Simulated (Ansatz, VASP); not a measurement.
# Cd in VASP and in Ansatz

The input INCAR:

```
ALGO = Normal ; EDIFF = 1E-6
ENCUT = 520 ; GGA = PS
ISIF = 2 ; ISMEAR = 0
LASPH = T ; LCHARG = F
LREAL = F ; LWAVE = F
NBANDS = 12 ; NELM = 60
PREC = Accurate ; SIGMA = 0.15
```

File KPOINTS:

```
k-points
0
Gamma
  18 18 18
```

The input POSCAR:

```
Cd
1.0
    0.0000000000      2.2181497500      2.1848775037
    2.2181497500      0.0000000000      2.1848775037
    2.2181497500      2.2181497500      0.0000000000
Cd
1
Direct
    0.0000000000      0.0000000000      0.0000000000
```

Input for Ansatz:

```yaml
crystal:
  lattice:
    - [0.0, 2.21814975, 2.1848775037]
    - [2.21814975, 0.0, 2.1848775037]
    - [2.21814975, 2.21814975, 0.0]
  atoms:
    - { symbol: Cd, position: [0.0, 0.0, 0.0] }
basis:
  ecutwfc: 420
kpoints:
  mp_grid: { grid: [18, 18, 18] }
hamiltonian:
  xc: pbesol
scf:
  occupations: { method: gaussian, width: 0.15 }
output:
  forces: true
  stress: true
  eigenvalues: true
```

Change from the starting cell: strain +0.000 along x and y, -0.015 along z, atoms carried along.

Alike in both runs: task single point; functional PBEsol; k mesh 18 × 18 × 18; occupations gaussian, width 0.15 eV; no spin polarisation.

|  | VASP | Ansatz |
| --- | --- | --- |
| version | VASP 6.6.1 | Ansatz 0.2.0 |
| potentials or method | VASP PAW PBE potentials, release 64 (Cd), cutoff 520 eV | scalar-relativistic, plane waves, PAW |
| valence electrons in the cell | 12 | 20 |

|  | VASP | Ansatz | Ansatz less VASP |
| --- | --- | --- | --- |
| gap on the k mesh at the Fermi level (eV) | none | none | - |
| pressure (GPa) | -1.1 | -1.4 | -0.31 |
| traceless stress, the component that is largest in VASP (GPa) | 0.30 | 0.29 | -0.002 |

VASP's potentials were made for PBE, not for PBEsol. A gap of «none» marks a metal or a gap that the smearing closes. With one functional, cell and mesh, what is left measures potentials, basis and numerics. VASP's potentials hold 12 valence electrons a cell and Ansatz's 20, so a difference there can come from the potentials and not from the codes.
